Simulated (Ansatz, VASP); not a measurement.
## Two plane-wave programs on SrB2

```
Sr B
1.0
     3.30546    0.00000    0.00000
    -1.65273    2.86261    0.00000
     0.00000    0.00000    4.41673
Sr B
1 2
Direct
  0.00000 0.00000 0.00000
  0.33333 0.66667 0.50000
  0.66667 0.33333 0.50000
```

Alike in both runs: functional PBE; k mesh 18 × 18 × 10; occupations gaussian, width 0.1 eV; no spin polarisation.

Ansatz relaxed the structure, and its values are those at the end. VASP's run is a single point on that final structure, the one shown.

|  | VASP | Ansatz |
| --- | --- | --- |
| version | VASP 6.6.1 | Ansatz 0.2.0 |
| potentials or method | VASP PAW PBE potentials, release 64 (Sr_sv, B), cutoff 520 eV | scalar-relativistic, plane waves, PAW |
| valence electrons in the cell | 16 | 16 |

|  | VASP | Ansatz | Ansatz less VASP |
| --- | --- | --- | --- |
| gap on the k mesh at the Fermi level (eV) | none | none | - |
| pressure (GPa) | 0.4 | 0.0 | -0.39 |

A gap of «none» marks a metal or a gap that the smearing closes. The functional is the same, so the differences come from potentials, cutoffs and numerics.
